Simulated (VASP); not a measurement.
# Ta3H in VASP: notebook

Ta3H is run at these levels: PBE; tasks: relaxation of the atoms.

Program: VASP 6.6.1. These are calculated values, not measurements. Logs are shortened: lines on timing, memory, paths and dates and some standing lists are left out, and cuts for length are marked.

## 1. The cell of the first run

The cell holds a slab with vacuum, 4 atoms: a = 2.874 Å, b = 2.874 Å, c = 20.027 Å, α = 90.00°, β = 90.00°, γ = 109.47°.

## 2. Relaxation of the atoms, PBE

INCAR

```
PREC = Accurate
ENCUT = 450
EDIFF = 1E-7
ISMEAR = 0
SIGMA = 0.1
LREAL = False
LASPH = True
NELM = 120
ALGO = Normal
ISIF = 2
LWAVE = False
LCHARG = False
LDIPOL = True
IDIPOL = 3
DIPOL = 0.5 0.5 0.354
GGA = PE
IBRION = 2
NSW = 36
EDIFFG = -0.025
GGA_COMPAT = False
NELMIN = 4
NELMDL = -8
```

KPOINTS

```
regular mesh
0
Gamma
  10 10 1
```

POSCAR

```
Ta3H
1.0
    2.8743098524      0.0000000000      0.0000000000
   -0.9581032841      2.7099253172      0.0000000000
    0.0000000000      0.0000000000     20.0266897040
Ta H
3 1
Selective dynamics
Direct
    0.5000000000      0.5000000000      0.1997334587  F F F
    0.0000000000      0.0000000000      0.3127671377  F F F
    0.5000000000      0.5000000000      0.4257663064  F F F
    0.8333333333      1.1666666667      0.4778049317  F F T
```

Potentials or basis: VASP PAW PBE potentials, release 64 (Ta_pv, H).

On the command line:

```
> cat potpaw_PBE.64/Ta_pv/POTCAR potpaw_PBE.64/H/POTCAR > POTCAR
> mpirun -np 1 vasp_std > vasp.out
```

OUTCAR:

```text
PREC = Accurate
   ENCUT = 450
   EDIFF = 1E-7
   ISMEAR = 0
   LREAL = False
   LASPH = True
   NELM = 120
   ISIF = 2
   GGA = PE
   IBRION = 2
   NSW = 36
   EDIFFG = -0.025
   NELMIN = 4
   NELMDL = -8

 ion  position               nearest neighbor table
   1  0.500  0.500  0.200-   2 2.81   2 2.81   2 3.26   2 3.26
   2  0.000  0.000  0.313-   3 2.81   3 2.81   1 2.81   1 2.81   3 3.26   3 3.26   1 3.26   1 3.26

   3  0.500  0.500  0.426-   4 1.88   4 2.11   4 2.11   2 2.81   2 2.81   2 3.26   2 3.26
   4  0.833  0.167  0.478-   3 1.88   3 2.11   3 2.11

  LATTYP: Found a base centered orthorhombic cell.
 ALAT       =     3.3189671341
 B/A-ratio  =     1.4142135623
 C/A-ratio  =     6.0340126596

  Lattice vectors:

 A1 = (   2.8743098524,   0.0000000000,   0.0000000000)
 A2 = (  -0.9581032841,   2.7099253172,   0.0000000000)
 A3 = (   0.0000000000,   0.0000000000,  20.0266897040)

Analysis of symmetry for initial positions (statically):
=====================================================================
 Subroutine PRICEL returns:
 Original cell was already a primitive cell.

 Routine SETGRP: Setting up the symmetry group for a
 base centered orthorhombic supercell.

 Subroutine GETGRP returns: Found  2 space group operations
 (whereof  2 operations were pure point group operations)
 out of a pool of  8 trial point group operations.

The static configuration has the point symmetry C_1h.

Analysis of symmetry for dynamics (positions and initial velocities):
=====================================================================
 Subroutine PRICEL returns:
 Original cell was already a primitive cell.

 Routine SETGRP: Setting up the symmetry group for a
 base centered orthorhombic supercell.

 Subroutine GETGRP returns: Found  2 space group operations
 (whereof  2 operations were pure point group operations)
 out of a pool of  8 trial point group operations.

The dynamic configuration has the point symmetry C_1h.

Analysis of constrained symmetry for selective dynamics:
=====================================================================
 Subroutine PRICEL returns:
 Original cell was already a primitive cell.

 Routine SETGRP: Setting up the symmetry group for a
 base centered orthorhombic supercell.

 Subroutine GETGRP returns: Found  2 space group operations
 (whereof  2 operations were pure point group operations)
 out of a pool of  8 trial point group operations.

The constrained configuration has the point symmetry C_1h.

 Subroutine INISYM returns: Found  2 space group operations
 (whereof  2 operations are pure point group operations),
 and found     1 'primitive' translations

----------------------------------------------------------------------------------------

                                     Primitive cell

  volume of cell :     155.9912

  direct lattice vectors                    reciprocal lattice vectors
     2.874309852  0.000000000  0.000000000     0.347909603  0.123004620  0.000000000
    -0.958103284  2.709925317  0.000000000     0.000000000  0.369013859  0.000000000
     0.000000000  0.000000000 20.026689704     0.000000000  0.000000000  0.049933365

  length of vectors
     2.874309852  2.874309852 20.026689704     0.369013859  0.369013859  0.049933365

  position of ions in fractional coordinates (direct lattice)
     0.500000000  0.500000000  0.199733459
     0.000000000  0.000000000  0.312767138
     0.500000000  0.500000000  0.425766306
     0.833333333  0.166666667  0.477804932

  ion indices of the primitive-cell ions
   primitive index   ion index
                 1           1
                 2           2
                 3           3
                 4           4

----------------------------------------------------------------------------------------

 KPOINTS: regular mesh

Automatic generation of k-mesh.
 Grid dimensions read from file:
 generate k-points for:   10   10    1

 Generating k-lattice:

  Cartesian coordinates                     Fractional coordinates (reciprocal lattice)
     0.034790960  0.012300462  0.000000000     0.100000000  0.000000000  0.000000000
     0.000000000  0.036901386  0.000000000     0.000000000  0.100000000  0.000000000
     0.000000000  0.000000000  0.049933365     0.000000000  0.000000000  1.000000000

  Length of vectors
     0.036901386  0.036901386  0.049933365

  Shift w.r.t. Gamma in fractional coordinates (k-lattice)
     0.000000000  0.000000000  0.000000000

 Subroutine IBZKPT returns following result:
 ===========================================

 Found     31 irreducible k-points:

 Following reciprocal coordinates:
            Coordinates               Weight
  0.000000  0.000000  0.000000      1.000000
  0.100000  0.000000  0.000000      4.000000
  0.200000  0.000000  0.000000      4.000000
  0.300000  0.000000  0.000000      4.000000
  0.400000  0.000000  0.000000      4.000000
  0.500000  0.000000  0.000000      2.000000
[... 16 lines left out ...]
  0.300000  0.300000  0.000000      2.000000
  0.400000  0.300000  0.000000      4.000000
 [... further k-points ...]
   k-points           NKPTS =     31   k-points in BZ     NKDIM =     31   number of bands    NBANDS=     21
   number of dos      NEDOS =    301   number of ions     NIONS =      4
   total plane-waves  NPLWV =  56000
   dimension x,y,z NGX =    20 NGY =   20 NGZ =  140
   dimension x,y,z NGXF=    40 NGYF=   40 NGZF=  280
   ions per type =               3   1
   NGX,Y,Z   is equivalent  to a cutoff of  11.57, 11.57, 11.62 a.u.
   NGXF,Y,Z  is equivalent  to a cutoff of  23.14, 23.14, 23.24 a.u.
 SYSTEM =  unknown system
   PREC   = accura    normal or accurate (medium, high low for compatibility)
   ISTART =      0    job   : 0-new  1-cont  2-samecut
   ICHARG =      2    charge: 1-file 2-atom 10-const
   ISPIN  =      1    spin polarized calculation?
   LNONCOLLINEAR =      F non collinear calculations
   LSORBIT =      F    spin-orbit coupling
   LASPH  =      T    aspherical Exc in radial PAW
   ENCUT  =  450.0 eV  33.07 Ry    5.75 a.u.   4.97  4.97 34.64*2*pi/ulx,y,z
   NELM   =    120;   NELMIN=  4; NELMDL= -8     # of ELM steps
   EDIFF  = 0.1E-06   stopping-criterion for ELM
   LREAL  =      F    real-space projection
   EDIFFG = -.3E-01   stopping-criterion for IOM
   NSW    =     36    number of steps for IOM
   IBRION =      2    ionic relax: 0-MD 1-quasi-New 2-CG
   NFREE  =      1    steps in history (QN), initial steepest desc. (CG)
   ISIF   =      2    stress and relaxation
   ISYM   =      2    0-nonsym 1-usesym 2-fastsym
   POTIM  = 0.5000    time-step for ionic-motion
   TEBEG  =    0.0;   TEEND  =   0.0 temperature during run
   PSTRESS=    0.0 pullay stress
   NELECT =      34.0000    total number of electrons
   NUPDOWN=      -1.0000    fix difference up-down
   EMIN   =  10.00;   EMAX   =-10.00  energy-range for DOS
   EFERMI =   0.00;   METHOD = LEGACY
   ISMEAR =     0;   SIGMA  =   0.10  broadening in eV -4-tet -1-fermi 0-gaus
   EFERMI_NEDOS =   21; number of points for ismear=-14 and -15
   IALGO  =     38    algorithm
   IMIX   =      4    mixing-type and parameters
     AMIX     =   0.40;   BMIX     =  1.00
     AMIX_MAG =   1.60;   BMIX_MAG =  1.00
  volume/ion in A,a.u.               =      39.00       263.17
  Fermi-wavevector in a.u.,A,eV,Ry     =   0.985223  1.861801 13.206684  0.970664
  Thomas-Fermi vector in A             =   2.116514
   LORBIT       =      0    0 simple, 1 ext, 2 COOP (PROOUT), +10 PAW based schemes
   GGA     = PE    functional components
   LHFCALC =     F    Hartree Fock is set to
   AEXX    =    0.0000 exact exchange contribution
   IVDW    =     0    specifies the selected vdW correction
   LEPSILON=     F    determine dielectric tensor
   LRPA    =     F    only Hartree local field effects (RPA)
 conjugate gradient relaxation of ions
 non-spin polarized calculation
 Gauss-broadening in eV      SIGMA  =   0.10
  energy-cutoff  :      450.00
  volume of cell :      155.99
 maximum number of plane-waves:      3426
   NGX =  9   NGY =  9   NGZ = 69

 dipolmoment           0.000000      0.000000      0.003282 electrons x Angstroem

--------------------------------------- Ionic step        1  -------------------------------------------

 number of electron      34.0000010 magnetization

 Free energy of the ion-electron system (eV)
  ---------------------------------------------------
  ext. energy  EPLUGINS =         0.00000000
  ---------------------------------------------------
  free energy    TOTEN  =       -37.49318287 eV

  energy without entropy =      -37.47997634  energy(sigma->0) =      -37.48657961

------------------------ aborting loop because EDIFF is reached ----------------------------------------

  FORCE on cell =-STRESS in cart. coord.  units (eV):
  Direction    XX          YY          ZZ          XY          YZ          ZX
  --------------------------------------------------------------------------------------
  -------------------------------------------------------------------------------------
  Total       -0.9576785     -2.0640283      1.1737172     -1.5646150     -0.4777523      0.6756432
  in kB       -9.8362654    -21.1995265     12.0551879    -16.0700781     -4.9069683      6.9394963
  external PRESSURE =      -6.3268680 kB  Pullay stress =       0.0000000 kB
[... 99 lines left out ...]
  energy  without entropy=      -37.4860158555  energy(sigma->0) =      -37.49268862

--------------------------------------- Ionic step        4  -------------------------------------------

 number of electron      34.0000009 magnetization

 dipolmoment           0.000000      0.000000     -0.016671 electrons x Angstroem

 Free energy of the ion-electron system (eV)
  ---------------------------------------------------
  ext. energy  EPLUGINS =         0.00000000
  ---------------------------------------------------
  free energy    TOTEN  =       -37.49960215 eV

  energy without entropy =      -37.48621795  energy(sigma->0) =      -37.49291005

 E-fermi :  -0.7808     XC(G=0):  -5.4977

 val. band max:       -0.8358643876   @ k =  -0.2000   0.1000   0.0000
 cond. band min:      -0.7805827691   @ k =  -0.2000   0.2000   0.0000
 fundamental gap:      0.0552816185
 Fermi energy:        -0.7808415424

 k-point     1 :       0.0000    0.0000    0.0000
  band No.  band energies     occupation
      1     -35.2659      2.00000
      2     -34.9784      2.00000
      3     -34.5281      2.00000
      4     -34.4481      2.00000
      5     -34.2342      2.00000
      6     -34.2237      2.00000
[... 550 lines left out ...]
      5     -34.8377      2.00000
      6     -34.8236      2.00000
[... 13 lines left out ...]
     20       1.8865      0.00000
     21       2.6202      0.00000

 [... further k-points ...]

------------------------ aborting loop because EDIFF is reached ----------------------------------------

 vacuum level on the upper side and lower side of the slab       (xc-potential included)        -0.301         0.018

  FORCE on cell =-STRESS in cart. coord.  units (eV):
  Direction    XX          YY          ZZ          XY          YZ          ZX
  --------------------------------------------------------------------------------------
  -------------------------------------------------------------------------------------
  Total       -1.2303463     -2.2609149      0.8928795     -1.4574440     -0.4212070      0.5956762
  in kB      -12.6368226    -23.2217382      9.1707179    -14.9693313     -4.3261954      6.1181587
  external PRESSURE =      -8.8959476 kB  Pullay stress =       0.0000000 kB

 VOLUME and BASIS-vectors are now :
 -----------------------------------------------------------------------------
  energy-cutoff  :      450.00
  volume of cell :      155.99
      direct lattice vectors                 reciprocal lattice vectors
     2.874309852  0.000000000  0.000000000     0.347909603  0.123004620  0.000000000
    -0.958103284  2.709925317  0.000000000     0.000000000  0.369013859  0.000000000
     0.000000000  0.000000000 20.026689704     0.000000000  0.000000000  0.049933365
[... 10 lines left out ...]
  FREE ENERGIE OF THE ION-ELECTRON SYSTEM (eV)
  ---------------------------------------------------
  free  energy   TOTEN  =       -37.4996021493 eV

  energy  without entropy=      -37.4862179516  energy(sigma->0) =      -37.49291005

 reached required accuracy - stopping structural energy minimisation

 vacuum level on the upper side and lower side of the slab         3.507         3.824
```

It took 4.4 min on 1 thread of Intel Xeon Platinum 8488C (Sapphire Rapids), shared host; peak memory 0.26 GiB.

Results:

```
Free energy               : -37.4996 eV
Energy gained by relaxing : 1.6 meV/atom
Ionic steps               : 4
Band gap on the k mesh    : zero (bands 17 and 18 overlap by 1.42 eV)
```

The path:
| step | energy change (eV) | largest force on free atoms (eV/Å) | pressure (GPa) |
| --- | --- | --- | --- |
| 1 | 0.0000 | 0.2319 | -0.63 |
| 2 | -0.0023 | 0.1850 | -0.69 |
| 3 | -0.0062 | 0.0449 | -0.84 |
| 4 | -0.0064 | 0.0003 | -0.89 |

Final structure:
```
CELL_PARAMETERS angstrom
2.87431 0.00000 0.00000
-0.95810 2.70993 0.00000
0.00000 0.00000 20.02669
ATOMIC_POSITIONS crystal
Ta 0.50000 0.50000 0.19973
Ta 0.00000 0.00000 0.31277
Ta 0.50000 0.50000 0.42577
H 0.83333 0.16667 0.48058
```

Caveat: spin-orbit coupling is left out, which moves the levels of the heavy elements.

## 3. Relaxation of the atoms, PBE

INCAR

```
PREC = Accurate
ENCUT = 520
EDIFF = 1E-6
ISMEAR = 0
SIGMA = 0.1
LREAL = False
LASPH = True
NELM = 100
ALGO = Normal
ISIF = 2
LWAVE = False
LCHARG = False
LDIPOL = True
IDIPOL = 3
DIPOL = 0.5 0.5 0.362
GGA = PE
IBRION = 2
NSW = 36
EDIFFG = -0.025
```

KPOINTS is that of step 2.

POSCAR

```
Ta3H
1.0
    2.8743098521      0.0000000000      0.0000000000
   -0.9581032840      2.7099253168      0.0000000000
    0.0000000000      0.0000000000     20.0266897122
Ta H
3 1
Selective dynamics
Direct
    0.5000000000      0.5000000000      0.1997334586  F F F
    0.0000000000      0.0000000000      0.3127671377  F F F
    0.5000000000      0.5000000000      0.4257663066  F F F
    0.6666666667      1.3333333333      0.5081283900  F F T
```

Potentials or basis: VASP PAW PBE potentials, release 64 (Ta_pv, H).

On the command line:

```
> cat potpaw_PBE.64/Ta_pv/POTCAR potpaw_PBE.64/H/POTCAR > POTCAR
> mpirun -np 1 vasp_std > vasp.out
```

OUTCAR:

```text
PREC = Accurate
   ENCUT = 520
   EDIFF = 1E-6
   ISMEAR = 0
   LREAL = False
   LASPH = True
   NELM = 100
   ISIF = 2
   GGA = PE
   IBRION = 2
   NSW = 36
   EDIFFG = -0.025

 ion  position               nearest neighbor table
   1  0.500  0.500  0.200-   2 2.81   2 2.81   2 3.26   2 3.26
   2  0.000  0.000  0.313-   3 2.81   3 2.81   1 2.81   1 2.81   3 3.26   3 3.26   1 3.26   1 3.26

   3  0.500  0.500  0.426-   4 1.83   2 2.81   2 2.81   2 3.26   2 3.26
   4  0.667  0.333  0.508-   3 1.83

  LATTYP: Found a base centered orthorhombic cell.
 ALAT       =     3.3189671337
 B/A-ratio  =     1.4142135624
 C/A-ratio  =     6.0340126629

  Lattice vectors:

 A1 = (   2.8743098521,   0.0000000000,   0.0000000000)
 A2 = (  -0.9581032840,   2.7099253168,   0.0000000000)
[... 283 lines left out ...]

  energy without entropy =      -36.57241125  energy(sigma->0) =      -36.58106886

 E-fermi :  -1.2404     XC(G=0):  -5.5656

 val. band max:       -1.2499167993   @ k =  -0.2000   0.2000   0.0000
 cond. band min:      -1.2366331872   @ k =  -0.4000   0.2000   0.0000
 fundamental gap:      0.0132836121
 Fermi energy:        -1.2403644901

 k-point     1 :       0.0000    0.0000    0.0000
  band No.  band energies     occupation
      1     -35.6986      2.00000
      2     -35.4075      2.00000
      3     -35.0296      2.00000
      4     -34.9170      2.00000
      5     -34.7347      2.00000
      6     -34.7132      2.00000
[... 565 lines left out ...]
     20       0.7632      0.00000
     21       1.7137      0.00000

 [... further k-points ...]

------------------------ aborting loop because EDIFF is reached ----------------------------------------

 vacuum level on the upper side and lower side of the slab       (xc-potential included)         0.406        -0.409

  FORCE on cell =-STRESS in cart. coord.  units (eV):
  Direction    XX          YY          ZZ          XY          YZ          ZX
  --------------------------------------------------------------------------------------
  -------------------------------------------------------------------------------------
  Total       -1.6767011     -1.8500297      0.8380569     -0.2451237     -1.4773295      2.0892588
  in kB      -17.2213091    -19.0015582      8.6076381     -2.5176524    -15.1735739     21.4586671
  external PRESSURE =      -9.2050764 kB  Pullay stress =       0.0000000 kB
[... 19 lines left out ...]
  FREE ENERGIE OF THE ION-ELECTRON SYSTEM (eV)
  ---------------------------------------------------
  free  energy   TOTEN  =       -36.5897264760 eV

  energy  without entropy=      -36.5724112519  energy(sigma->0) =      -36.58106886

 reached required accuracy - stopping structural energy minimisation

 vacuum level on the upper side and lower side of the slab         4.405         3.568
```

It took 5.2 min on 1 thread of Oxide Virtual Turin-like, shared host; peak memory 0.3 GiB.

Results:

```yaml
Free_energy: -36.5897 eV
Energy_gained_by_relaxing: 0.2 meV/atom
Ionic_steps: 3
Band_gap_on_the_k_mesh: zero (bands 17 and 18 overlap by 1.53 eV)
```

Step by step:
| step | energy change (eV) | largest force on free atoms (eV/Å) | pressure (GPa) |
| --- | --- | --- | --- |
| 1 | 0.0000 | 0.1061 | -1.00 |
| 2 | -0.0004 | 0.0616 | -0.97 |
| 3 | -0.0006 | 0.0012 | -0.92 |

Final structure:
```xyz
4
Lattice="2.8743 0.0000 0.0000 -0.9581 2.7099 0.0000 0.0000 0.0000 20.0267" Properties=species:S:1:pos:R:3 pbc="T T T"
Ta    0.9581    1.3550    4.0000
Ta    0.0000    0.0000    6.2637
Ta    0.9581    1.3550    8.5267
H     1.5968    0.9033   10.1639
```

Caveat: spin-orbit coupling is left out, which moves the levels of the heavy elements.

The gap in the log of VASP goes by the Fermi energy; the results here count the filled bands.